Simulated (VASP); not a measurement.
A run of VASP 6.6.1:

The input INCAR:

```
PREC = Accurate
ENCUT = 600
EDIFF = 1E-6
ISMEAR = -1
SIGMA = 0.05
LREAL = False
LASPH = True
NELM = 200
ALGO = Normal
ISIF = 2
LWAVE = False
LCHARG = False
ISPIN = 2
MAGMOM = 3 0
LORBIT = 11
NUPDOWN = 3.0
LMAXMIX = 4
GGA = PE
NBANDS = 21
GGA_COMPAT = False
```

KPOINTS

```
Automatic mesh
0
Gamma
  8 8 8
```

The input POSCAR:

```
AlCo
1.0
    2.8194032100      0.0000000000      0.0000000000
    0.0000000000      2.8194032100      0.0000000000
    0.0000000000      0.0000000000      2.8194032100
Co Al
1 1
Direct
    0.5000000000      0.5000000000      0.5000000000
    0.0000000000      0.0000000000      0.0000000000
```

Potentials or basis: VASP PAW PBE potentials, release 64 (Co_sv, Al).

Launch:

```sh
$ cat potpaw_PBE.64/Co_sv/POTCAR potpaw_PBE.64/Al/POTCAR > POTCAR
$ mpirun -np 1 vasp_std > vasp.out
```

Hardware: 1 thread of AMD EPYC 7R13 Processor (Zen 3) (shared host).

Question: Estimate the wall time of this run.

Answer: Run time: 30 s on 1 thread of AMD EPYC 7R13 Processor (Zen 3), on a shared host, peak memory 0.14 GiB. Counts: scf iterations 14, k points 35.
